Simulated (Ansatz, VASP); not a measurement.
## Two plane-wave programs on Mg2O

The input INCAR:

```
PREC     = Accurate       # precision mode
ENCUT    = 600            # plane-wave cutoff, eV
EDIFF    = 1E-6           # SCF threshold, eV
ISMEAR   = 0              # smearing method
SIGMA    = 0.1            # smearing width, eV
LREAL    = F              # projectors in reciprocal space
LASPH    = T              # aspherical terms in the spheres
NELM     = 60             # most SCF steps
ALGO     = Normal         # electronic algorithm
ISIF     = 3              # what is computed and relaxed
LWAVE    = F              # write WAVECAR
LCHARG   = F              # write CHGCAR
GGA      = PE             # functional
IBRION   = 2              # ionic algorithm
NSW      = 90             # ionic steps
EDIFFG   = -0.04          # ionic threshold
```

The input KPOINTS:

```
Automatic mesh
0
Gamma
  4 4 6
```

The input POSCAR:

```
Mg2O
1.0
    5.2901358324      0.0000000000      0.0000000000
    0.0000000000      5.2901358324      0.0000000000
    0.0000000000      0.0000000000      3.4073817867
Mg O
4 2
Direct
    0.3060000000      0.3060000000      0.0000000000
    0.1940000000      0.8060000000      0.5000000000
    0.6940000000      0.6940000000      0.0000000000
    0.8060000000      0.1940000000      0.5000000000
    0.0000000000      0.0000000000      0.0000000000
    0.5000000000      0.5000000000      0.5000000000
```

Input for Ansatz:

```yaml
crystal:
  lattice:
    - [5.2901358324, 0.0, 0.0]
    - [0.0, 5.2901358324, 0.0]
    - [0.0, 0.0, 3.4073817867]
  atoms:
    - { symbol: Mg, position: [0.306, 0.306, 0.0] }
    - { symbol: Mg, position: [0.194, 0.806, 0.5] }
    - { symbol: Mg, position: [0.694, 0.694, 0.0] }
    - { symbol: Mg, position: [0.806, 0.194, 0.5] }
    - { symbol: O, position: [0.0, 0.0, 0.0] }
    - { symbol: O, position: [0.5, 0.5, 0.5] }
basis:
  ecutwfc: 420
kpoints:
  mp_grid: { grid: [4, 4, 6] }
hamiltonian:
  xc: pbe
scf:
  occupations: { method: gaussian, width: 0.1 }
  lower_state_search: "off"
output:
  forces: true
  stress: true
  eigenvalues: true
relax:
  adjacent_minimum: "off"
  f_tol: 0.04
  max_steps: 70
  cell: { stress_tol: 0.4 }
```

Alike in both runs: task relaxation of cell and atoms; functional PBE; k mesh 4 × 4 × 6; occupations gaussian, width 0.1 eV; no spin polarisation.

|  | VASP | Ansatz |
| --- | --- | --- |
| version | VASP 6.6.1 | Ansatz 0.2.0 |
| potentials or method | VASP PAW PBE potentials, release 64 (Mg, O), cutoff 600 eV | scalar-relativistic, plane waves, PAW |
| valence electrons in the cell | 20 | 52 |

```tsv
	VASP	Ansatz	Ansatz less VASP
gap on the k mesh at the Fermi level, each at its own relaxed structure (eV)	none	none	-
relaxed volume (Å³/atom)	14.23	14.36	+0.129
relaxed length of the cell vector where the two differ most in proportion (Å)	5.222	5.242	+0.0209
```

A gap of «none» marks a metal or a gap that the smearing closes. VASP's potentials hold 20 valence electrons a cell and Ansatz's 52, so a difference there can come from the potentials and not from the codes.
